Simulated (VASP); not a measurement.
## AlRu: single point with PBEsol

AlRu:

```
Al Ru
1.0
     2.82096    0.00000    0.00000
     0.00000    2.82096    0.00000
     0.00000    0.00000    2.82096
Al Ru
1 1
Direct
  0.00000 0.00000 0.00000
  0.50000 0.50000 0.50000
```

- Program: VASP 6.6.1
- Task: single point
- Functional: PBEsol
- Potentials or basis: VASP PAW PBE potentials, release 64 (Al, Ru_pv)
- Cutoff: 520 eV
- k mesh: 14 × 14 × 14
- Occupations: gaussian, width 0.1 eV
- Spin: no spin polarisation
- Dipole correction: no
- Further INCAR settings: ALGO = Normal; EDIFF = 1e-07; NBANDS = 16

The pressure is 50.4 GPa and the band gap on the k mesh is zero (an odd number of electrons rules out a gap without spin polarisation).

Levels at points of the mesh, in eV from the Fermi level:
| k point | band 5 | band 6 | band 7 | band 8 | band 9 | band 10 | band 11 | band 12 | band 13 | band 14 |
| --- | --- | --- | --- | --- | --- | --- | --- | --- | --- | --- |
| (0.00, 0.00, 0.00) | -4.68 | -4.68 | 0.25 | 0.25 | 0.25 | 6.99 | 6.99 | 6.99 | 12.02 | 12.06 |
| (0.50, 0.00, 0.00) | -5.76 | -3.64 | -2.03 | -2.03 | 0.60 | 3.03 | 7.24 | 11.92 | 11.92 | 12.02 |
| (0.50, 0.50, 0.00) | -3.89 | -1.56 | -1.56 | -1.45 | -1.45 | 2.02 | 6.57 | 8.26 | 12.02 | 12.04 |
| (0.50, 0.50, 0.50) | -5.73 | -5.73 | 2.15 | 2.15 | 3.71 | 4.60 | 4.60 | 4.60 | 10.38 | 10.38 |

Run time: 50 s on 1 thread of Intel Xeon 8259CL, with other jobs on the host, peak memory 0.17 GiB.

Caveat: the cell stands under pressure; the PAW data sets were made with another functional, which shifts forces and pressure a little.
